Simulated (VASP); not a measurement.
Ca4AlO:

```
CELL_PARAMETERS angstrom
-3.44374 3.44374 2.69679
3.44374 -3.44374 2.69679
3.44374 3.44374 -2.69679
ATOMIC_POSITIONS crystal
Ca 0.40414 0.90414 0.80827
Ca 0.09586 0.59586 0.19173
Ca 0.59586 0.40414 0.50000
Ca 0.90414 0.09586 0.50000
Al 0.50000 0.50000 0.00000
O 0.00000 0.00000 0.00000
```

The cell was built from a structure type or drawn by symmetry, and may not be a known phase.

```yaml
Program: VASP 6.6.1
Task: relaxation of cell and atoms
Functional: PBE
Potentials_or_basis: VASP PAW PBE potentials, release 64 (Ca_sv, Al, O)
Cutoff: 600 eV
k_mesh: 4 × 4 × 4
Occupations: gaussian, width 0.1 eV
Spin: no spin polarisation
```

At the start: pressure 12.0 GPa; volume 21.32 Å³/atom.

Where does the relaxation end?

Over 10 steps the energy falls by 318.3 meV/atom and the volume is 27.49 Å³/atom (+28.9 %); space group I422 (No. 97, to 0.1 Å) before and after.

Step by step:
| step | energy change (eV) | largest force (eV/Å) | pressure (GPa) | volume (Å³) |
| --- | --- | --- | --- | --- |
| 1 | 0.0000 | 1.3968 | 11.95 | 127.93 |
| 2 | -1.4266 | 0.6763 | 0.87 | 159.69 |
| 3 | -1.4696 | 0.5504 | -0.74 | 167.64 |
| 4 | -1.5730 | 0.4441 | -0.50 | 166.28 |
| 5 | -1.7743 | 0.1962 | 0.43 | 161.92 |
| 6 | -1.8022 | 0.0297 | 2.94 | 152.06 |
| 7 | -1.8406 | 0.0420 | 1.85 | 156.06 |
| 8 | -1.9087 | 0.0463 | -0.06 | 164.72 |
| 9 | -1.9088 | 0.0462 | -0.12 | 165.03 |
| 10 | -1.9099 | 0.0356 | -0.09 | 164.95 |

Final structure:
```
CELL_PARAMETERS angstrom
-3.47927 3.47927 3.40663
3.47927 -3.47927 3.40663
3.47927 3.47927 -3.40663
ATOMIC_POSITIONS crystal
Ca 0.44036 0.94036 0.88072
Ca 0.05964 0.55964 0.11928
Ca 0.55964 0.44036 0.50000
Ca 0.94036 0.05964 0.50000
Al 0.50000 0.50000 0.00000
O 0.00000 0.00000 0.00000
```

Caveat: the k points lie up to 0.32 Å⁻¹ apart in the final cell, too coarse for converged energies and pressures of a metal; the volume moved by over 15 % at a fixed basis, so the end points are rough; an odd number of electrons without spin polarisation forces a metal; a magnetic or distorted state may lie lower.
